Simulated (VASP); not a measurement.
# Ta16N in VASP: single point with PBE

Aim: the single point of Ta16N with PBE.

Program: VASP 6.6.1. These are calculated values, not measurements. Logs are shortened: lines on timing, memory, paths and dates and some standing lists are left out, and cuts for length are marked.

**1. The cell of the first run**

The cell holds a slab with vacuum, 17 atoms: a = 6.638 Å, b = 6.638 Å, c = 20.300 Å, α = 90.00°, β = 90.00°, γ = 90.00°.

**2. Single point, PBE**

INCAR

```
SYSTEM = Ta16N
PREC = Accurate ; ENCUT = 520
EDIFF = 1E-7 ; ISMEAR = 0
SIGMA = 0.1 ; LREAL = Auto
LASPH = .TRUE. ; NELM = 100
ALGO = Normal ; ISIF = 2
LWAVE = .FALSE. ; LCHARG = .FALSE.
LDIPOL = .TRUE. ; IDIPOL = 3
DIPOL = 0.5 0.5 0.326 ; GGA = PE
NBANDS = 104
```

KPOINTS

```
regular mesh
0
G
  4 4 1
  0 0 0
```

POSCAR

```
Ta16N
1.0
    6.6379342675      0.0000000000      0.0000000000
    0.0000000000      6.6379342675      0.0000000000
    0.0000000000      0.0000000000     20.2996559605
Ta N
16 1
Direct
    0.2500000000      0.2500000000      0.1970476745
    0.2500000000      0.7500000000      0.1970476745
    0.7500000000      0.2500000000      0.1970476745
    0.7500000000      0.7500000000      0.1970476745
    0.0000000000      0.0000000000      0.2787970189
    0.0000000000      0.5000000000      0.2787970189
    0.5000000000      0.0000000000      0.2787970189
    0.5000000000      0.5000000000      0.2787970189
    0.2500000000      0.2500000000      0.3599139072
    0.2500000000      0.7500000000      0.3599139072
    0.7500000000      0.2500000000      0.3599139072
    0.7500000000      0.7500000000      0.3599139072
    0.0000000000      0.0000000000      0.4334879358
    0.0000000000      0.5000000000      0.4334879358
    0.5000000000      0.0000000000      0.4334879358
    0.5000000000      0.5000000000      0.4334879358
    0.1875000000      0.1875000000      0.4671491034
```

Potentials or basis: VASP PAW PBE potentials, release 64 (Ta_pv, N).

On the command line:

```sh
cat potpaw_PBE.64/Ta_pv/POTCAR potpaw_PBE.64/N/POTCAR > POTCAR
mpirun -np 1 vasp_std > vasp.out
```

OUTCAR:

```text
SYSTEM = Ta16N
   PREC = Accurate
   ENCUT = 520
   EDIFF = 1E-7
   ISMEAR = 0
   LREAL = Auto
   LASPH = .TRUE.
   NELM = 100
   ISIF = 2
   GGA = PE

 ion  position               nearest neighbor table
   1  0.250  0.250  0.197-   5 2.87   6 2.87   7 2.87   8 2.87   9 3.31   3 3.32   2 3.32   2 3.32
                             3 3.32
   2  0.250  0.750  0.197-   5 2.87   6 2.87   7 2.87   8 2.87  10 3.31   4 3.32   1 3.32   1 3.32
                             4 3.32
   3  0.750  0.250  0.197-   5 2.87   6 2.87   7 2.87   8 2.87  11 3.31   4 3.32   1 3.32   4 3.32
                             1 3.32
   4  0.750  0.750  0.197-   5 2.87   6 2.87   7 2.87   8 2.87  12 3.31   3 3.32   2 3.32   3 3.32
                             2 3.32
   5  0.000  0.000  0.279-   9 2.87  10 2.87  11 2.87  12 2.87   1 2.87   2 2.87   3 2.87   4 2.87
                            13 3.14   7 3.32   6 3.32   6 3.32   7 3.32
   6  0.000  0.500  0.279-   9 2.87  10 2.87  11 2.87  12 2.87   1 2.87   2 2.87   3 2.87   4 2.87
                            14 3.14   8 3.32   5 3.32   5 3.32   8 3.32
   7  0.500  0.000  0.279-   9 2.87  10 2.87  11 2.87  12 2.87   1 2.87   2 2.87   3 2.87   4 2.87
                            15 3.14   8 3.32   5 3.32   8 3.32   5 3.32
   8  0.500  0.500  0.279-   9 2.87  10 2.87  11 2.87  12 2.87   1 2.87   2 2.87   3 2.87   4 2.87
                            16 3.14   7 3.32   6 3.32   7 3.32   6 3.32
   9  0.250  0.250  0.360-  17 2.25  14 2.78  15 2.78  16 2.78  13 2.78   6 2.87   7 2.87   8 2.87
                             5 2.87   1 3.31  11 3.32  10 3.32  10 3.32  11 3.32
  10  0.250  0.750  0.360-  13 2.78  14 2.78  15 2.78  16 2.78   5 2.87   6 2.87   7 2.87   8 2.87
                             2 3.31   9 3.32  12 3.32   9 3.32  12 3.32
  11  0.750  0.250  0.360-  13 2.78  14 2.78  15 2.78  16 2.78   5 2.87   6 2.87   7 2.87   8 2.87
                             3 3.31   9 3.32  12 3.32  12 3.32   9 3.32
  12  0.750  0.750  0.360-  13 2.78  14 2.78  15 2.78  16 2.78   5 2.87   6 2.87   7 2.87   8 2.87
                             4 3.31  10 3.32  11 3.32  11 3.32  10 3.32
  13  0.000  0.000  0.433-  17 1.89  10 2.78  11 2.78  12 2.78   9 2.78   5 3.14  15 3.32  14 3.32
                            14 3.32  15 3.32
  14  0.000  0.500  0.433-  17 2.51  10 2.78  11 2.78  12 2.78   9 2.78   6 3.14  16 3.32  13 3.32
                            13 3.32  16 3.32
  15  0.500  0.000  0.433-  17 2.51  10 2.78  11 2.78  12 2.78   9 2.78   7 3.14  16 3.32  13 3.32
                            16 3.32  13 3.32
  16  0.500  0.500  0.433-   9 2.78  10 2.78  11 2.78  12 2.78   8 3.14  14 3.32  15 3.32  15 3.32
                            14 3.32
  17  0.188  0.188  0.467-  13 1.89   9 2.25  14 2.51  15 2.51

  LATTYP: Found a simple tetragonal cell.
 ALAT       =     6.6379342675
 C/A-ratio  =     3.0581284994

  Lattice vectors:

 A1 = (   6.6379342675,   0.0000000000,   0.0000000000)
 A2 = (   0.0000000000,   6.6379342675,   0.0000000000)
 A3 = (   0.0000000000,   0.0000000000,  20.2996559605)

Analysis of symmetry for initial positions (statically):
=====================================================================
 Subroutine PRICEL returns:
 Original cell was already a primitive cell.

 Routine SETGRP: Setting up the symmetry group for a
 simple tetragonal supercell.

 Subroutine GETGRP returns: Found  2 space group operations
 (whereof  2 operations were pure point group operations)
 out of a pool of 16 trial point group operations.

The static configuration has the point symmetry C_1h.

Analysis of symmetry for dynamics (positions and initial velocities):
=====================================================================
 Subroutine PRICEL returns:
 Original cell was already a primitive cell.

 Routine SETGRP: Setting up the symmetry group for a
 simple tetragonal supercell.

 Subroutine GETGRP returns: Found  2 space group operations
 (whereof  2 operations were pure point group operations)
 out of a pool of 16 trial point group operations.

The dynamic configuration has the point symmetry C_1h.

 Subroutine INISYM returns: Found  2 space group operations
 (whereof  2 operations are pure point group operations),
 and found     1 'primitive' translations

----------------------------------------------------------------------------------------

                                     Primitive cell

  volume of cell :     894.4469

  direct lattice vectors                    reciprocal lattice vectors
     6.637934268  0.000000000  0.000000000     0.150649277  0.000000000  0.000000000
     0.000000000  6.637934268  0.000000000     0.000000000  0.150649277  0.000000000
     0.000000000  0.000000000 20.299655961     0.000000000  0.000000000  0.049261919

  length of vectors
     6.637934268  6.637934268 20.299655961     0.150649277  0.150649277  0.049261919

  position of ions in fractional coordinates (direct lattice)
     0.250000000  0.250000000  0.197047674
     0.250000000  0.750000000  0.197047674
     0.750000000  0.250000000  0.197047674
     0.750000000  0.750000000  0.197047674
     0.000000000  0.000000000  0.278797019
     0.000000000  0.500000000  0.278797019
[... 9 lines left out ...]
     0.500000000  0.500000000  0.433487936
     0.187500000  0.187500000  0.467149103

  ion indices of the primitive-cell ions
   primitive index   ion index
                 1           1
                 2           2
                 3           3
                 4           4
                 5           5
                 6           6
[... 9 lines left out ...]
                16          16
                17          17

----------------------------------------------------------------------------------------

 KPOINTS: regular mesh

Automatic generation of k-mesh.
 Grid dimensions read from file:
 generate k-points for:    4    4    1

 Generating k-lattice:

  Cartesian coordinates                     Fractional coordinates (reciprocal lattice)
     0.037662319  0.000000000  0.000000000     0.250000000  0.000000000  0.000000000
     0.000000000  0.037662319  0.000000000     0.000000000  0.250000000  0.000000000
     0.000000000  0.000000000  0.049261919     0.000000000  0.000000000  1.000000000

  Length of vectors
     0.037662319  0.037662319  0.049261919

  Shift w.r.t. Gamma in fractional coordinates (k-lattice)
     0.000000000  0.000000000  0.000000000

 Subroutine IBZKPT returns following result:
 ===========================================

 Found      7 irreducible k-points:

 Following reciprocal coordinates:
            Coordinates               Weight
  0.000000  0.000000  0.000000      1.000000
  0.250000  0.000000  0.000000      4.000000
  0.500000  0.000000  0.000000      2.000000
  0.250000  0.250000  0.000000      2.000000
 -0.250000  0.250000  0.000000      2.000000
  0.500000  0.250000  0.000000      4.000000
  0.500000  0.500000  0.000000      1.000000
   k-points           NKPTS =      7   k-points in BZ     NKDIM =      7   number of bands    NBANDS=    104
   number of dos      NEDOS =    301   number of ions     NIONS =     17
   total plane-waves  NPLWV = 400000
   dimension x,y,z NGX =    50 NGY =   50 NGZ =  160
   dimension x,y,z NGXF=   100 NGYF=  100 NGZF=  320
   ions per type =              16   1
   NGX,Y,Z   is equivalent  to a cutoff of  12.52, 12.52, 13.10 a.u.
   NGXF,Y,Z  is equivalent  to a cutoff of  25.04, 25.04, 26.21 a.u.
 SYSTEM =  Ta16N
   PREC   = accura    normal or accurate (medium, high low for compatibility)
   ISTART =      0    job   : 0-new  1-cont  2-samecut
   ICHARG =      2    charge: 1-file 2-atom 10-const
   ISPIN  =      1    spin polarized calculation?
   LNONCOLLINEAR =      F non collinear calculations
   LSORBIT =      F    spin-orbit coupling
   LASPH  =      T    aspherical Exc in radial PAW
   ENCUT  =  520.0 eV  38.22 Ry    6.18 a.u.  12.34 12.34 37.74*2*pi/ulx,y,z
   NELM   =    100;   NELMIN=  2; NELMDL= -5     # of ELM steps
   EDIFF  = 0.1E-06   stopping-criterion for ELM
   LREAL  =      T    real-space projection
   EDIFFG = 0.1E-05   stopping-criterion for IOM
   NSW    =      0    number of steps for IOM
   IBRION =     -1    ionic relax: 0-MD 1-quasi-New 2-CG
   NFREE  =      0    steps in history (QN), initial steepest desc. (CG)
   ISIF   =      2    stress and relaxation
   ISYM   =      2    0-nonsym 1-usesym 2-fastsym
   POTIM  = 0.5000    time-step for ionic-motion
   TEBEG  =    0.0;   TEEND  =   0.0 temperature during run
   PSTRESS=    0.0 pullay stress
   NELECT =     181.0000    total number of electrons
   NUPDOWN=      -1.0000    fix difference up-down
   EMIN   =  10.00;   EMAX   =-10.00  energy-range for DOS
   EFERMI =   0.00;   METHOD = LEGACY
   ISMEAR =     0;   SIGMA  =   0.10  broadening in eV -4-tet -1-fermi 0-gaus
   EFERMI_NEDOS =   21; number of points for ismear=-14 and -15
   IALGO  =     38    algorithm
   IMIX   =      4    mixing-type and parameters
     AMIX     =   0.40;   BMIX     =  1.00
     AMIX_MAG =   1.60;   BMIX_MAG =  1.00
  volume/ion in A,a.u.               =      52.61       355.06
  Fermi-wavevector in a.u.,A,eV,Ry     =   0.961132  1.816275 12.568706  0.923774
  Thomas-Fermi vector in A             =   2.090477
   LORBIT       =      0    0 simple, 1 ext, 2 COOP (PROOUT), +10 PAW based schemes
   GGA     = PE    functional components
   LHFCALC =     F    Hartree Fock is set to
   AEXX    =    0.0000 exact exchange contribution
   IVDW    =     0    specifies the selected vdW correction
   LEPSILON=     F    determine dielectric tensor
   LRPA    =     F    only Hartree local field effects (RPA)
 non-spin polarized calculation
 Gauss-broadening in eV      SIGMA  =   0.10
  energy-cutoff  :      520.00
  volume of cell :      894.45
 maximum number of plane-waves:     24163
 NGX is ok and might be reduce to    50
   NGX = 25   NGY = 25   NGZ = 75

 dipolmoment           0.000000      0.000000      0.006274 electrons x Angstroem

 number of electron     180.9999955 magnetization

 dipolmoment           0.000000      0.000000     -0.065173 electrons x Angstroem

 Free energy of the ion-electron system (eV)
  ---------------------------------------------------
  ext. energy  EPLUGINS =         0.00000000
  ---------------------------------------------------
  free energy    TOTEN  =      -184.26166316 eV

  energy without entropy =     -184.20477511  energy(sigma->0) =     -184.23321913

 E-fermi :  -0.4929     XC(G=0):  -5.2856

 val. band max:       -0.5491234486   @ k =   0.0000   0.0000   0.0000
 cond. band min:      -0.4853416089   @ k =   0.0000   0.0000   0.0000
 fundamental gap:      0.0637818397
 Fermi energy:        -0.4928509708

 k-point     1 :       0.0000    0.0000    0.0000
  band No.  band energies     occupation
      1     -35.5168      2.00000
      2     -35.4999      2.00000
      3     -35.4992      2.00000
      4     -35.4823      2.00000
      5     -35.4783      2.00000
      6     -35.4441      2.00000
[... 94 lines left out ...]
    101       0.4603      0.00000
    102       0.9155      0.00000

 k-point     2 :       0.2500    0.0000    0.0000
  band No.  band energies     occupation
      1     -35.5054      2.00000
      2     -35.4915      2.00000
      3     -35.4733      2.00000
      4     -35.4703      2.00000
      5     -35.4584      2.00000
      6     -35.4354      2.00000
[... 514 lines left out ...]
    101       0.1312      0.00000
    102       0.2526      0.00000

 k-point     7 :       0.5000    0.5000    0.0000
  band No.  band energies     occupation
      1     -35.4875      2.00000
      2     -35.4483      2.00000
      3     -35.4221      2.00000
      4     -35.4220      2.00000
      5     -35.3974      2.00000
      6     -35.3944      2.00000
[... 94 lines left out ...]
    101      -0.0191      0.00000
    102       0.1918      0.00000
 [bands above 102 left out]

------------------------ aborting loop because EDIFF is reached ----------------------------------------

 vacuum level on the upper side and lower side of the slab       (xc-potential included)        -0.228        -0.003

  FORCE on cell =-STRESS in cart. coord.  units (eV):
  Direction    XX          YY          ZZ          XY          YZ          ZX
  --------------------------------------------------------------------------------------
  -------------------------------------------------------------------------------------
  Total      -17.6523124    -17.6523124     -2.5674120      2.5437065      1.0461419      1.0461423
  in kB      -31.6196906    -31.6196906     -4.5988747      4.5564123      1.8739009      1.8739016
  external PRESSURE =     -22.6127520 kB  Pullay stress =       0.0000000 kB

 VOLUME and BASIS-vectors are now :
 -----------------------------------------------------------------------------
  energy-cutoff  :      520.00
  volume of cell :      894.45
      direct lattice vectors                 reciprocal lattice vectors
     6.637934268  0.000000000  0.000000000     0.150649277  0.000000000  0.000000000
     0.000000000  6.637934268  0.000000000     0.000000000  0.150649277  0.000000000
     0.000000000  0.000000000 20.299655961     0.000000000  0.000000000  0.049261919

 POSITION                                       TOTAL-FORCE (eV/Angst)
 -----------------------------------------------------------------------------------
      1.65948      1.65948      4.00000         0.008173      0.008173      1.038989
      1.65948      4.97845      4.00000        -0.027888     -0.000550      0.848031
      4.97845      1.65948      4.00000        -0.000550     -0.027888      0.848031
      4.97845      4.97845      4.00000         0.093576      0.093576      0.869242
      0.00000      0.00000      5.65948         0.049537      0.049537     -1.106108
      0.00000      3.31897      5.65948         0.016394     -0.017743     -0.847081
[... 9 lines left out ...]
      3.31897      3.31897      8.79966         0.011644      0.011644     -0.088943
      1.24461      1.24461      9.48297         1.737021      1.737021      0.071685
 -----------------------------------------------------------------------------------
    total drift:                                0.000671      0.000671      0.005291

  FREE ENERGIE OF THE ION-ELECTRON SYSTEM (eV)
  ---------------------------------------------------
  free  energy   TOTEN  =      -184.2616631597 eV

  energy  without entropy=     -184.2047751050  energy(sigma->0) =     -184.23321913

 vacuum level on the upper side and lower side of the slab         3.171         3.407
```

Wall time 20 min (1 thread of Intel Xeon 6975P-C (Granite Rapids), shared host); peak memory 0.99 GiB.

What came out:

| Property | Result |
| --- | --- |
| Free energy | -184.2617 eV |
| Largest force | 2.458 eV/Å |

Forces on the atoms (eV/Å):
```
Ta   0.008  0.008  1.039
Ta  -0.028 -0.001  0.848
Ta  -0.001 -0.028  0.848
Ta   0.094  0.094  0.869
Ta   0.050  0.050 -1.106
Ta   0.016 -0.018 -0.847
Ta  -0.018  0.016 -0.847
Ta   0.023  0.023 -0.925
Ta   0.275  0.275 -1.528
Ta   0.153 -0.427 -0.156
Ta  -0.427  0.153 -0.156
Ta  -0.294 -0.294 -0.223
Ta  -0.895 -0.895  0.865
Ta   0.287 -0.993  0.668
Ta  -0.993  0.287  0.668
Ta   0.012  0.012 -0.089
N    1.737  1.737  0.072
```

Levels at points of the mesh, in eV from the Fermi level:
```tsv
k point	band 86	band 87	band 88	band 89	band 90	band 91	band 92	band 93	band 94	band 95
(0.00, 0.00, 0.00)	-0.11	-0.07	-0.06	0.01	0.13	0.19	0.24	0.38	0.38	0.44
(0.50, 0.00, 0.00)	-0.65	-0.55	-0.49	-0.38	-0.31	-0.11	0.18	0.29	0.30	0.34
(0.50, 0.50, 0.00)	-0.97	-0.94	-0.93	-0.83	-0.73	-0.60	-0.15	-0.10	-0.07	0.07
```

Caveat: spin-orbit coupling is left out, which moves the levels of the heavy elements.
